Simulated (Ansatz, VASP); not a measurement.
One calculation of Tl, two programs

```
CELL_PARAMETERS angstrom
-1.95807 1.95807 1.95807
1.95807 -1.95807 1.95807
1.95807 1.95807 -1.95807
ATOMIC_POSITIONS crystal
Tl 0.00000 0.00000 0.00000
```

Alike in both runs: functional r2SCAN; k mesh 16 × 16 × 16; occupations gaussian, width 0.1 eV; no spin polarisation.

Ansatz relaxed the structure, and its values are those at the end. VASP's run is a single point on that final structure, the one shown.

```csv
,VASP,Ansatz
version,VASP 6.6.1,Ansatz 0.2.0
potentials or method,"VASP PAW PBE potentials, release 64 (Tl_d), cutoff 520 eV","scalar-relativistic, plane waves, PAW"
valence electrons in the cell,13,13
```

|  | VASP | Ansatz | Ansatz less VASP |
| --- | --- | --- | --- |
| gap on the k mesh at the Fermi level (eV) | none | none | - |
| pressure (GPa) | 0.0 | 0.0 | +0.03 |

VASP's potentials were made for PBE, not for r2SCAN. A gap of «none» marks a metal or a gap that the smearing closes.

Neither program's run includes spin-orbit coupling.
